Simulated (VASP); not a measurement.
# Sb2W (P-3m1) in VASP: density of states with PBE

Aim: the density of states of Sb2W with PBE.

Everything below comes from runs of VASP 6.6.1. Logs are shortened: lines on timing, memory, paths and dates and some standing lists are left out, and cuts for length are marked.

### Step 1. The cell of the first run

It takes space group P-3m1 (No. 164, trigonal). Conventional cell: a = 3.465 Å, b = 3.465 Å, c = 6.717 Å, α = 90.00°, β = 90.00°, γ = 120.00°. W (site symmetry -3m) has 6 Sb at 2.77 Å and 6 W at 3.46 Å within 3.6 Å. Within 3.6 Å of Sb (site symmetry 3m) lie 3 W at 2.77 Å and 9 Sb at 3.46 to 3.52 Å.

### Step 2. Density of states, PBE

Contents of POSCAR:

```
Sb2W
1.0
    3.4649380352      0.0000000000      0.0000000000
   -1.7324690176      3.0007243611      0.0000000000
    0.0000000000      0.0000000000      6.7174239015
W Sb
1 2
Direct
    0.0000000000      0.0000000000      0.0000000000
    0.3333333333      0.6666666667      0.2847523219
    0.6666666667      0.3333333333      0.7152476781
```

Contents of INCAR.step1:

```
  ALGO = Normal
  EDIFF = 1E-6
  ENCUT = 520
  GGA = PE
  ISIF = 2
  ISMEAR = 0
  LASPH = T
  LCHARG = T
  LMAXMIX = 4
  LREAL = F
  LWAVE = F
  NBANDS = 19
  NELM = 100
  PREC = Accurate
  SIGMA = 0.05
```

Contents of KPOINTS.step1:

```
k-points
0
Gamma
  12 12 6
```

Contents of INCAR.step2:

```
  ALGO = Normal
  EDIFF = 1E-6
  ENCUT = 520
  GGA = PE
  ICHARG = 11
  ISIF = 2
  ISMEAR = -5
  LASPH = T
  LCHARG = F
  LMAXMIX = 4
  LORBIT = 11
  LREAL = F
  LWAVE = F
  NEDOS = 1001
  NELM = 100
  PREC = Accurate
  SIGMA = 0.05
```

Contents of KPOINTS.step2:

```
k-points
0
Gamma
  18 18 9
```

Potentials or basis: VASP PAW PBE potentials, release 64 (W_sv, Sb).

Command:

```console
cat potpaw_PBE.64/W_sv/POTCAR potpaw_PBE.64/Sb/POTCAR > POTCAR
cp INCAR.step1 INCAR
cp KPOINTS.step1 KPOINTS
mpirun -np 1 vasp_std > vasp.out
cp INCAR.step2 INCAR
cp KPOINTS.step2 KPOINTS
mpirun -np 1 vasp_std > vasp.out
```

OUTCAR:

```text
EDIFF = 1E-6
   ENCUT = 520
   GGA = PE
   ICHARG = 11
   ISIF = 2
   ISMEAR = -5
   LASPH = T
   LORBIT = 11
   LREAL = F
   NELM = 100
   PREC = Accurate

 ion  position               nearest neighbor table
   1  0.000  0.000  0.000-   2 2.77   3 2.77   3 2.77   2 2.77   3 2.77   2 2.77
   2  0.333  0.667  0.285-   1 2.77   1 2.77   1 2.77   3 3.52   3 3.52   3 3.52
   3  0.667  0.333  0.715-   1 2.77   1 2.77   1 2.77   2 3.52   2 3.52   2 3.52

  LATTYP: Found a hexagonal cell.
 ALAT       =     3.4649380352
 C/A-ratio  =     1.9386851462

  Lattice vectors:

 A1 = (   3.4649380352,   0.0000000000,   0.0000000000)
 A2 = (  -1.7324690176,   3.0007243611,   0.0000000000)
 A3 = (   0.0000000000,   0.0000000000,   6.7174239015)

Analysis of symmetry for initial positions (statically):
=====================================================================
 Subroutine PRICEL returns:
 Original cell was already a primitive cell.

 Routine SETGRP: Setting up the symmetry group for a
 hexagonal supercell.

 Subroutine GETGRP returns: Found 12 space group operations
 (whereof 12 operations were pure point group operations)
 out of a pool of 24 trial point group operations.

The static configuration has the point symmetry D_3d.

Analysis of symmetry for dynamics (positions and initial velocities):
=====================================================================
 Subroutine PRICEL returns:
 Original cell was already a primitive cell.

 Routine SETGRP: Setting up the symmetry group for a
 hexagonal supercell.

 Subroutine GETGRP returns: Found 12 space group operations
 (whereof 12 operations were pure point group operations)
 out of a pool of 24 trial point group operations.

The dynamic configuration has the point symmetry D_3d.

 Subroutine INISYM returns: Found 12 space group operations
 (whereof 12 operations are pure point group operations),
 and found     1 'primitive' translations

----------------------------------------------------------------------------------------

                                     Primitive cell

  volume of cell :      69.8432

  direct lattice vectors                    reciprocal lattice vectors
     3.464938035  0.000000000  0.000000000     0.288605450  0.166626434  0.000000000
    -1.732469018  3.000724361  0.000000000     0.000000000  0.333252868  0.000000000
     0.000000000  0.000000000  6.717423902     0.000000000  0.000000000  0.148866592

  length of vectors
     3.464938035  3.464938035  6.717423902     0.333252868  0.333252868  0.148866592

  position of ions in fractional coordinates (direct lattice)
     0.000000000  0.000000000  0.000000000
     0.333333333  0.666666667  0.284752322
     0.666666667  0.333333333  0.715247678

  ion indices of the primitive-cell ions
   primitive index   ion index
                 1           1
                 2           2
                 3           3

----------------------------------------------------------------------------------------

 KPOINTS: k-points

Automatic generation of k-mesh.
 Grid dimensions read from file:
 generate k-points for:   18   18    9

 Generating k-lattice:

  Cartesian coordinates                     Fractional coordinates (reciprocal lattice)
     0.016033636  0.009257024  0.000000000     0.055555556 -0.000000000  0.000000000
     0.000000000  0.018514048  0.000000000     0.000000000  0.055555556  0.000000000
     0.000000000  0.000000000  0.016540732     0.000000000  0.000000000  0.111111111

  Length of vectors
     0.018514048  0.018514048  0.016540732

  Shift w.r.t. Gamma in fractional coordinates (k-lattice)
     0.000000000  0.000000000  0.000000000

 TETIRR: Found   4263 inequivalent tetrahedra from    17496

 Subroutine IBZKPT returns following result:
 ===========================================

 Found    293 irreducible k-points:

 Following reciprocal coordinates:
            Coordinates               Weight
  0.000000  0.000000  0.000000      1.000000
  0.055556 -0.000000  0.000000      6.000000
  0.111111 -0.000000  0.000000      6.000000
  0.166667 -0.000000  0.000000      6.000000
  0.222222 -0.000000  0.000000      6.000000
  0.277778  0.000000  0.000000      6.000000
[... 16 lines left out ...]
  0.333333  0.111111  0.000000     12.000000
  0.388889  0.111111  0.000000     12.000000
 [... further k-points ...]
   k-points           NKPTS =    293   k-points in BZ     NKDIM =    293   number of bands    NBANDS=     16
   number of dos      NEDOS =   1001   number of ions     NIONS =      3
   total plane-waves  NPLWV =  39200
   dimension x,y,z NGX =    28 NGY =   28 NGZ =   50
   dimension x,y,z NGXF=    56 NGYF=   56 NGZF=  100
   ions per type =               1   2
   NGX,Y,Z   is equivalent  to a cutoff of  13.43, 13.43, 12.37 a.u.
   NGXF,Y,Z  is equivalent  to a cutoff of  26.87, 26.87, 24.75 a.u.
 SYSTEM =  unknown system
   PREC   = accura    normal or accurate (medium, high low for compatibility)
   ISTART =      0    job   : 0-new  1-cont  2-samecut
   ICHARG =     11    charge: 1-file 2-atom 10-const
   ISPIN  =      1    spin polarized calculation?
   LNONCOLLINEAR =      F non collinear calculations
   LSORBIT =      F    spin-orbit coupling
   LASPH  =      T    aspherical Exc in radial PAW
   ENCUT  =  520.0 eV  38.22 Ry    6.18 a.u.   6.44  6.44 12.49*2*pi/ulx,y,z
   NELM   =    100;   NELMIN=  2; NELMDL=  0     # of ELM steps
   EDIFF  = 0.1E-05   stopping-criterion for ELM
   LREAL  =      F    real-space projection
   EDIFFG = 0.1E-04   stopping-criterion for IOM
   NSW    =      0    number of steps for IOM
   IBRION =     -1    ionic relax: 0-MD 1-quasi-New 2-CG
   NFREE  =      0    steps in history (QN), initial steepest desc. (CG)
   ISIF   =      2    stress and relaxation
   ISYM   =      2    0-nonsym 1-usesym 2-fastsym
   POTIM  = 0.5000    time-step for ionic-motion
   TEBEG  =    0.0;   TEEND  =   0.0 temperature during run
   PSTRESS=    0.0 pullay stress
   NELECT =      24.0000    total number of electrons
   NUPDOWN=      -1.0000    fix difference up-down
   EMIN   =  10.00;   EMAX   =-10.00  energy-range for DOS
   EFERMI =   0.00;   METHOD = LEGACY
   ISMEAR =    -5;   SIGMA  =   0.05  broadening in eV -4-tet -1-fermi 0-gaus
   EFERMI_NEDOS =   21; number of points for ismear=-14 and -15
   IALGO  =     38    algorithm
   IMIX   =      4    mixing-type and parameters
     AMIX     =   0.40;   BMIX     =  1.00
     AMIX_MAG =   1.60;   BMIX_MAG =  1.00
  volume/ion in A,a.u.               =      23.28       157.11
  Fermi-wavevector in a.u.,A,eV,Ry     =   1.146667  2.166886 17.889540  1.314844
  Thomas-Fermi vector in A             =   2.283350
   LORBIT       =     11    0 simple, 1 ext, 2 COOP (PROOUT), +10 PAW based schemes
   GGA     = PE    functional components
   LHFCALC =     F    Hartree Fock is set to
   AEXX    =    0.0000 exact exchange contribution
   IVDW    =     0    specifies the selected vdW correction
   LEPSILON=     F    determine dielectric tensor
   LRPA    =     F    only Hartree local field effects (RPA)
 non-spin polarized calculation
 Fermi weights with tetrahedron method with Bloechl corrections
  energy-cutoff  :      520.00
  volume of cell :       69.84
 maximum number of plane-waves:      1906
 NGX is ok and might be reduce to    28

 number of electron      24.0000001 magnetization

 Free energy of the ion-electron system (eV)
  ---------------------------------------------------
  ext. energy  EPLUGINS =         0.00000000
  ---------------------------------------------------
  free energy    TOTEN  =       -20.10448105 eV

  energy without entropy =      -20.10448105  energy(sigma->0) =      -20.10448105

 E-fermi :   8.8731     XC(G=0): -10.9461

 val. band max:        8.9446574416   @ k =  -0.0556   0.3333   0.2222
 cond. band min:       8.7667942856   @ k =   0.2778   0.0000   0.2222
 fundamental gap:     -0.1778631560
 Fermi energy:         8.8731462400

 k-point     1 :       0.0000    0.0000    0.0000
  band No.  band energies     occupation
      1     -65.1452      2.00000
      2     -29.3439      2.00000
      3     -29.3439      2.00000
      4     -29.3078      2.00000
      5      -3.4378      2.00000
      6      -1.1748      2.00000
[... 8 lines left out ...]
     15      12.8390      0.00000
     16      14.0657      0.00000

 k-point     2 :       0.0556   -0.0000    0.0000
  band No.  band energies     occupation
      1     -65.1451      2.00000
      2     -29.3477      2.00000
      3     -29.3448      2.00000
      4     -29.3071      2.00000
      5      -3.3835      2.00000
      6      -1.1426      2.00000
[... 8 lines left out ...]
     15      12.7159      0.00000
     16      13.7423      0.00000

 k-point     3 :       0.1111   -0.0000    0.0000
  band No.  band energies     occupation
      1     -65.1447      2.00000
      2     -29.3586      2.00000
      3     -29.3474      2.00000
      4     -29.3050      2.00000
      5      -3.2215      2.00000
      6      -1.0471      2.00000
[... 8 lines left out ...]
     15      12.3948      0.00000
     16      13.2582      0.00000

 k-point     4 :       0.1667   -0.0000    0.0000
  band No.  band energies     occupation
      1     -65.1441      2.00000
      2     -29.3752      2.00000
      3     -29.3515      2.00000
      4     -29.3018      2.00000
      5      -2.9549      2.00000
      6      -0.8923      2.00000
[... 8 lines left out ...]
     15      11.9778      0.00000
     16      13.0999      0.00000

 k-point     5 :       0.2222   -0.0000    0.0000
  band No.  band energies     occupation
      1     -65.1434      2.00000
      2     -29.3956      2.00000
      3     -29.3564      2.00000
      4     -29.2979      2.00000
      5      -2.5891      2.00000
      6      -0.6861      2.00000
[... 8 lines left out ...]
     15      11.5527      0.00000
     16      13.3573      0.00000

 k-point     6 :       0.2778    0.0000    0.0000
  band No.  band energies     occupation
      1     -65.1426      2.00000
      2     -29.4171      2.00000
      3     -29.3616      2.00000
      4     -29.2938      2.00000
      5      -2.1332      2.00000
      6      -0.4434      2.00000
[... 8 lines left out ...]
     15      11.1769      0.00000
     16      13.6055      0.00000
[... 267 lines left out ...]
 k-point    21 :       0.2222    0.1111    0.0000
  band No.  band energies     occupation
      1     -65.1423      2.00000
      2     -29.4194      2.00000
      3     -29.3676      2.00000
      4     -29.2925      2.00000
      5      -1.9830      2.00000
      6      -0.3623      2.00000
[... 8 lines left out ...]
     15      11.1488      0.00000
     16      12.7266      0.00000

 k-point    22 :       0.2778    0.1111    0.0000
  band No.  band energies     occupation
      1     -65.1416      2.00000
      2     -29.4368      2.00000
      3     -29.3738      2.00000
      4     -29.2888      2.00000
      5      -1.4589      2.00000
      6      -0.1154      2.00000
[... 8 lines left out ...]
     15      10.8179      0.00000
     16      12.7587      0.00000

 k-point    23 :       0.3333    0.1111    0.0000
  band No.  band energies     occupation
      1     -65.1410      2.00000
      2     -29.4509      2.00000
      3     -29.3788      2.00000
      4     -29.2858      2.00000
      5      -0.8936      2.00000
      6       0.0946      2.00000
[... 8 lines left out ...]
     15      10.8051      0.00000
     16      12.3955      0.00000

 k-point    24 :       0.3889    0.1111    0.0000
  band No.  band energies     occupation
      1     -65.1406      2.00000
      2     -29.4601      2.00000
      3     -29.3821      2.00000
      4     -29.2838      2.00000
      5      -0.3542      2.00000
      6       0.1883      2.00000
[... 8 lines left out ...]
     15      10.8165      0.00000
     16      11.8279      0.00000

 [... further k-points ...]
[... 5 lines left out ...]
  --------------------------------------------------------------------------------------
  -------------------------------------------------------------------------------------
  Total        0.0255875      0.0255875     -0.0572433      0.0000000      0.0000000      0.0000000
  in kB        0.5869664      0.5869664     -1.3131399      0.0000000      0.0000000      0.0000000
  external PRESSURE =      -0.0464023 kB  Pullay stress =       0.0000000 kB

 VOLUME and BASIS-vectors are now :
 -----------------------------------------------------------------------------
  energy-cutoff  :      520.00
  volume of cell :       69.84
      direct lattice vectors                 reciprocal lattice vectors
     3.464938035  0.000000000  0.000000000     0.288605450  0.166626434  0.000000000
    -1.732469018  3.000724361  0.000000000     0.000000000  0.333252868  0.000000000
     0.000000000  0.000000000  6.717423902     0.000000000  0.000000000  0.148866592

 POSITION                                       TOTAL-FORCE (eV/Angst)
 -----------------------------------------------------------------------------------
      0.00000      0.00000      0.00000         0.000000      0.000000      0.000000
     -0.00000      2.00048      1.91280         0.000000      0.000000     -0.009356
      1.73247      1.00024      4.80462        -0.000000      0.000000      0.009356
 -----------------------------------------------------------------------------------
    total drift:                               -0.000000      0.000000      0.000000

  FREE ENERGIE OF THE ION-ELECTRON SYSTEM (eV)
  ---------------------------------------------------
  free  energy   TOTEN  =       -20.1044810540 eV

  energy  without entropy=      -20.1044810540  energy(sigma->0) =      -20.10448105

 total charge

# of ion       s       p       d       tot
------------------------------------------
    1        2.310   6.193   3.428  11.931
    2        1.182   1.206   0.059   2.448
    3        1.182   1.206   0.059   2.448
--------------------------------------------------
tot          4.674   8.605   3.547  16.826
```

It took 1.8 min on 1 thread of Intel Xeon 6975P-C (Granite Rapids), shared host; peak memory 0.45 GiB.

Results:

* Valence electrons inside the program's atomic spheres: W 11.93; Sb 2.45

Caveat: spin-orbit coupling is left out, which moves the levels of the heavy elements; tetrahedron occupations give inexact forces and stress in metals.
